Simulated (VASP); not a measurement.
# Pd: single point with LDA

Pd:

```
Pd
1.0
    -1.58724    1.58724    1.58724
     1.58724   -1.58724    1.58724
     1.58724    1.58724   -1.58724
Pd
1
Direct
  0.00000 0.00000 0.00000
```

This cell differs from its parent crystal: volume scaled by 1.12.

```yaml
Program: VASP 6.6.1
Task: single point
Functional: LDA
Potentials_or_basis: VASP PAW LDA potentials, release 64 (Pd)
Cutoff: 520 eV
k_mesh: 16 × 16 × 16
Occupations: fermi-dirac, width 0.1 eV
Spin: no spin polarisation
```

| Item | Value |
| --- | --- |
| Pressure | -18.2 GPa |
| Band gap on the k mesh | zero (band 5 reaches 8.80 eV, above the bottom of band 6 at 7.35 eV) |

Levels at points of the mesh, in eV from the Fermi level:
```tsv
k point	band 3	band 4	band 5	band 6	band 7	band 8
(0.00, 0.00, 0.00)	-2.65	-2.65	-0.84	-0.84	19.12	19.12
(0.50, 0.00, 0.00)	-0.92	-0.64	0.52	1.46	7.22	14.85
(0.50, 0.50, 0.50)	0.18	0.18	0.18	8.80	8.80	8.80
```

Run time: 6.5 s on 1 thread of Intel(R) Xeon(R) 6975P-C (Granite Rapids) (shared host), peak memory 0.14 GiB.
